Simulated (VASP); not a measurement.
GaN:

```
CELL_PARAMETERS angstrom
0.00000 2.37579 2.37579
2.37579 0.00000 2.37579
2.37579 2.37579 0.00000
ATOMIC_POSITIONS crystal
Ga 0.00000 0.00000 0.00000
N 0.25000 0.25000 0.25000
```

This cell differs from its parent crystal: strain +5.6%.

Base run:

```yaml
Program: VASP 6.6.1
Functional: r2SCAN
Potentials_or_basis: VASP PAW PBE potentials, release 64 (Ga_d, N)
Cutoff: 520 eV
k_mesh: 10 × 10 × 10
Occupations: gaussian, width 0.01 eV
Spin: no spin polarisation
```

Its results: band gap on the k mesh 1.07 eV, direct; pressure -22.0 GPa.

**Question.** The run is repeated on the same cell with these changes: functional from r2SCAN to PBE; occupations from gaussian, width 0.01 eV to fermi-dirac, width 0.02 eV. What comes out?

**Answer.** Band gap on the k mesh 0.71 eV, direct; pressure -16.5 GPa.

Caveats: the PAW data sets were made with another functional, which shifts forces and pressure a little (some runs).

